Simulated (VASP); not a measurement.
# Ge (Cmcm) in VASP: further runs, part 2 of 2

VASP 6.6.1. The steps go on from the part before.

## Step 5: Single point, PBEsol (strain +0.0150 x Voigt [1, 1, 0, 0, 0, 0])

File INCAR:

```
SYSTEM = Ge
PREC = Accurate
ENCUT = 520
EDIFF = 1E-6
ISMEAR = 0
SIGMA = 0.15
LREAL = .FALSE.
LASPH = .TRUE.
NELM = 80
ALGO = Normal
ISIF = 2
LWAVE = .FALSE.
LCHARG = .FALSE.
GGA = PS
NBANDS = 21
```

File KPOINTS:

```
regular mesh
0
G
  18 18 10
  0 0 0
```

File POSCAR:

```
Ge
1.0
    1.5103737189     -2.6336099541      0.0000000000
    1.5103737189      2.6336099541      0.0000000000
    0.0000000000      0.0000000000      4.7275957900
Ge
2
Direct
    0.6665533700      0.3334466300      0.2500000000
    0.3334466300      0.6665533700      0.7500000000
```

Potentials or basis: VASP PAW PBE potentials, release 64 (Ge_d).

Command:

```bash
$ cat potpaw_PBE.64/Ge_d/POTCAR > POTCAR
$ mpirun -np 1 vasp_std > vasp.out
```

OUTCAR:

```text
SYSTEM = Ge
   PREC = Accurate
   ENCUT = 520
   EDIFF = 1E-6
   ISMEAR = 0
   LREAL = .FALSE.
   LASPH = .TRUE.
   NELM = 80
   ISIF = 2
   GGA = PS

 ion  position               nearest neighbor table
   1  0.667  0.333  0.250-
   2  0.333  0.667  0.750-

  LATTYP: Found a base centered orthorhombic cell.
 ALAT       =     3.0207474378
 B/A-ratio  =     1.7436809984
 C/A-ratio  =     1.5650417280

  Lattice vectors:

 A1 = (   1.5103737189,  -2.6336099541,   0.0000000000)
 A2 = (   1.5103737189,   2.6336099541,   0.0000000000)
 A3 = (   0.0000000000,   0.0000000000,   4.7275957900)

Analysis of symmetry for initial positions (statically):
=====================================================================
 Subroutine PRICEL returns:
 Original cell was already a primitive cell.

 Routine SETGRP: Setting up the symmetry group for a
 base centered orthorhombic supercell.

 Subroutine GETGRP returns: Found  8 space group operations
 (whereof  4 operations were pure point group operations)
 out of a pool of  8 trial point group operations.

The static configuration has the point symmetry C_2h.
 The point group associated with its full space group is D_2h.

[... 158 lines left out ...]

  energy without entropy =       -9.30614723  energy(sigma->0) =       -9.31100017

 E-fermi :   6.6905     XC(G=0): -11.4541

 val. band max:        6.6899727136   @ k =   0.5000   0.2778   0.2000
 cond. band min:       6.6910396871   @ k =   0.2778   0.2778   0.3000
 fundamental gap:      0.0010669734
 Fermi energy:         6.6904884996

 k-point     1 :       0.0000    0.0000    0.0000
  band No.  band energies     occupation
      1     -17.9677      2.00000
      2     -17.9597      2.00000
      3     -17.9564      2.00000
      4     -17.9537      2.00000
      5     -17.9509      2.00000
      6     -17.9481      2.00000
[... 565 lines left out ...]
     20      18.9232      0.00000
     21      19.8180      0.00000

 [... further k-points ...]

------------------------ aborting loop because EDIFF is reached ----------------------------------------

  FORCE on cell =-STRESS in cart. coord.  units (eV):
  Direction    XX          YY          ZZ          XY          YZ          ZX
  --------------------------------------------------------------------------------------
  -------------------------------------------------------------------------------------
  Total       -0.4250492     -0.4780367     -0.2577691      0.0000000      0.0000000      0.0000000
  in kB      -18.1068774    -20.3641184    -10.9808334      0.0000000      0.0000000      0.0000000
  external PRESSURE =     -16.4839431 kB  Pullay stress =       0.0000000 kB

 VOLUME and BASIS-vectors are now :
 -----------------------------------------------------------------------------
  energy-cutoff  :      520.00
  volume of cell :       37.61
      direct lattice vectors                 reciprocal lattice vectors
     1.510373719 -2.633609954  0.000000000     0.331043896 -0.189853474  0.000000000
     1.510373719  2.633609954  0.000000000     0.331043896  0.189853474  0.000000000
     0.000000000  0.000000000  4.727595790     0.000000000  0.000000000  0.211524006

 POSITION                                       TOTAL-FORCE (eV/Angst)
 -----------------------------------------------------------------------------------
      1.51037     -0.87727      1.18190         0.000000      0.003459      0.000000
      1.51037      0.87727      3.54570         0.000000     -0.003459      0.000000
 -----------------------------------------------------------------------------------
    total drift:                               -0.000000     -0.000000      0.000000

  FREE ENERGIE OF THE ION-ELECTRON SYSTEM (eV)
  ---------------------------------------------------
  free  energy   TOTEN  =        -9.3158530997 eV

  energy  without entropy=       -9.3061472319  energy(sigma->0) =       -9.31100017
```

OSZICAR:

```text
N       E                     dE             d eps       ncg     rms          rms(c)
DAV:   1     0.174418158760E+03    0.17442E+03   -0.14199E+04 26330   0.380E+03
DAV:   2     0.142983809876E+02   -0.16012E+03   -0.15504E+03 23157   0.584E+02
DAV:   3    -0.871431082654E+01   -0.23013E+02   -0.22777E+02 25927   0.132E+02
DAV:   4    -0.934869150514E+01   -0.63438E+00   -0.63390E+00 26035   0.252E+01
DAV:   5    -0.935808920326E+01   -0.93977E-02   -0.93974E-02 26127   0.337E+00    0.163E+00
DAV:   6    -0.932749165928E+01    0.30598E-01   -0.32758E-02 31566   0.299E+00    0.857E-01
DAV:   7    -0.931639498940E+01    0.11097E-01   -0.16255E-02 31360   0.172E+00    0.104E-01
DAV:   8    -0.931584369777E+01    0.55129E-03   -0.14117E-03 27028   0.677E-01    0.298E-02
DAV:   9    -0.931585068303E+01   -0.69853E-05   -0.28811E-05 25594   0.634E-02    0.114E-02
DAV:  10    -0.931585326863E+01   -0.25856E-05   -0.14872E-06 22438   0.101E-02    0.429E-04
DAV:  11    -0.931585309971E+01    0.16892E-06   -0.20327E-07 14841   0.781E-03
   1 F= -.93158531E+01 E0= -.93110002E+01  d E =-.970587E-02
```

It took 94 s on 1 thread of Intel Xeon 6975P-C (Granite Rapids), shared host; peak memory 0.42 GiB.

What came out:

* Free energy: -9.3159 eV
* Pressure: -1.6 GPa
* Largest force: 0.003 eV/Å
* Band gap on the k mesh: zero (bands 14 and 15 overlap by 9.29 eV)

Forces in eV/Å, atoms in the order of the input:
```
Ge   0.000  0.003  0.000
Ge   0.000 -0.003  0.000
```

Stress tensor (GPa, compression positive):
```
-1.81  0.00  0.00
 0.00 -2.04  0.00
 0.00  0.00 -1.10
```

Caveat: the cell differs from its parent crystal (strain +0.0150 x Voigt [1, 1, 0, 0, 0, 0]); the PAW data sets were made with another functional, which shifts forces and pressure a little.

## Step 6: Summary

| cell | gap on the mesh (eV) | pressure (GPa) |
| --- | --- | --- |
| a = 3.051, b = 3.051, c = 4.728 Å, angles 90.0, 90.0, 120.3°, 2 atoms | none | -2.3 |
| a = 3.006, b = 3.006, c = 4.728 Å, angles 90.0, 90.0, 120.3°, 2 atoms | none | -0.3 |
| a = 3.021, b = 3.021, c = 4.728 Å, angles 90.0, 90.0, 120.3°, 2 atoms | none | -1.0 |
| a = 3.036, b = 3.036, c = 4.728 Å, angles 90.0, 90.0, 120.3°, 2 atoms | none | -1.6 |

Alike in all rows: task single point; level PBEsol; potentials or basis VASP PAW PBE potentials, release 64 (Ge_d); no spin polarisation; k mesh 18 × 18 × 10; cutoff (eV) 520; smearing gaussian 0.15 eV.

Caveats: the PAW data sets were made with another functional, which shifts forces and pressure a little.

Total energies depend on the potentials used, so only differences within one code and one set of settings carry meaning.
